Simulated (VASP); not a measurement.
Wanted: the native input for a VASP 6.6.1 run.

```yaml
Task: single point
Functional: PBE
Potentials_or_basis: VASP PAW PBE potentials, release 64 (Na_pv, Cl)
Cutoff: 520 eV
k_mesh: 8 × 8 × 8
Occupations: gaussian, width 0.05 eV
Spin: no spin polarisation
Dipole_correction: no
Further_INCAR_settings: ALGO = Normal; EDIFF = 1e-07; NBANDS = 14
```

The structure of NaCl lies in POSCAR:

```
NaCl
1.0
    0.0000000000      2.9893855709      2.5409777353
    2.9893855709      0.0000000000      2.5409777353
    2.9893855709      2.9893855709      0.0000000000
Na Cl
1 1
Direct
    0.0000000000      0.0000000000      0.0000000000
    0.5000000000      0.5000000000      0.5000000000
```

This cell differs from its parent crystal: ratio of the length along z to the lengths across it x 0.85, volume and fractional coordinates fixed.

The input as run:

INCAR

```
ALGO = Normal
EDIFF = 1E-7
ENCUT = 520
GGA = PE
ISIF = 2
ISMEAR = 0
LASPH = T
LCHARG = F
LREAL = F
LWAVE = F
NBANDS = 14
NELM = 60
PREC = Accurate
SIGMA = 0.05
```

KPOINTS

```
k-points
0
Gamma
  8 8 8
```

Potentials or basis: VASP PAW PBE potentials, release 64 (Na_pv, Cl).

Run with:

```bash
$ cat potpaw_PBE.64/Na_pv/POTCAR potpaw_PBE.64/Cl/POTCAR > POTCAR
$ mpirun -np 1 vasp_std > vasp.out
```

It gave:

- Pressure: 2.3 GPa
- Band gap on the k mesh: 5.03 eV

Wall time 68 s on 1 thread of Intel Xeon 8259CL, on a shared host, peak memory 0.18 GiB.
